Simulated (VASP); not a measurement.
Here is a VASP 6.6.1 calculation.

INCAR

```
PREC = Accurate
ENCUT = 600
EDIFF = 1E-6
ISMEAR = -1
SIGMA = 0.1
LREAL = F
LASPH = T
NELM = 80
ALGO = Normal
ISIF = 3
LWAVE = F
LCHARG = F
GGA = PS
IBRION = 2
NSW = 100
EDIFFG = -0.002
PSTRESS = 10.0
```

File KPOINTS:

```
regular mesh
0
Gamma
  16 16 12
```

Contents of POSCAR:

```
MgB2
1.0
    3.0645010570      0.0000000000      0.0000000000
   -1.5322505285      2.6539357653      0.0000000000
    0.0000000000      0.0000000000      3.4965793458
Mg B
1 2
Direct
    0.0000000000      0.0000000000      0.0000000000
    0.3333333333      0.6666666667      0.5000000000
    0.6666666667      0.3333333333      0.5000000000
```

Potentials or basis: VASP PAW PBE potentials, release 64 (Mg, B).

Run with:

```bash
$ cat potpaw_PBE.64/Mg/POTCAR potpaw_PBE.64/B/POTCAR > POTCAR
$ mpirun -np 1 vasp_std > vasp.out
```

(1) Predict the relaxed cell.

(2) Predict the band gap on the k mesh.

(3) Predict the relaxed volume.

Results:

(1) a = 3.060 Å, b = 3.060 Å, c = 3.483 Å, α = 90.00°, β = 90.00°, γ = 120.00°.

(2) zero (bands 4 and 5 overlap by 3.08 eV).

(3) 9.41 Å³/atom.

Caveat: the cell is relaxed towards a set pressure, so the run minimises the enthalpy, not the energy; the PAW data sets were made with another functional, which shifts forces and pressure a little.
